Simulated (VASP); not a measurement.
PtS2, 3 atoms in the cell. The structure is trigonal, space group P-3m1 (No. 164). The conventional cell has a = 3.549 Å, b = 3.549 Å, c = 6.263 Å, α = 90.00°, β = 90.00°, γ = 120.00°. Pt (site symmetry -3m) has 6 S at 2.39 Å within 3.2 Å. Within 3.2 Å of S (site symmetry 3m) lie 3 Pt at 2.39 Å and 3 S at 3.19 Å.  This cell differs from its parent crystal: volume scaled by 0.960.

| Property | Result |
| --- | --- |
| Program | VASP 6.6.1 |
| Task | relaxation of shape and atoms at fixed volume |
| Functional | PBE |
| Potentials or basis | VASP PAW PBE potentials, release 64 (Pt, S) |
| Cutoff | 600 eV |
| k mesh | 8 × 8 × 4 |
| Occupations | gaussian, width 0.05 eV |
| Spin | non-collinear spin, zero start, spin-orbit coupling |
| Starting moments | [[0.0, 0.0, 0.0], [0.0, 0.0, 0.0], [0.0, 0.0, 0.0]] μB |
| Dipole correction | no |
| Further INCAR settings | ALGO = Normal; EDIFF = 1e-06; IBRION = 2; EDIFFG = -0.01; NSW = 60; ISIF = 4 |

Potentials or basis: VASP PAW PBE potentials, release 64 (Pt, S).

Command:

```sh
$ cat potpaw_PBE.64/Pt/POTCAR potpaw_PBE.64/S/POTCAR > POTCAR
$ mpirun -np 1 vasp_ncl > vasp.out
```

Hardware: 1 thread of Intel(R) Xeon(R) Platinum 8488C (Sapphire Rapids) (shared host).

Q: How long does it take, and how much memory?

A: It took 10 min on 1 thread of Intel(R) Xeon(R) Platinum 8488C (Sapphire Rapids), on a shared host, peak memory 0.42 GiB. Counts: scf iterations 45, k points 35, ion steps 6.
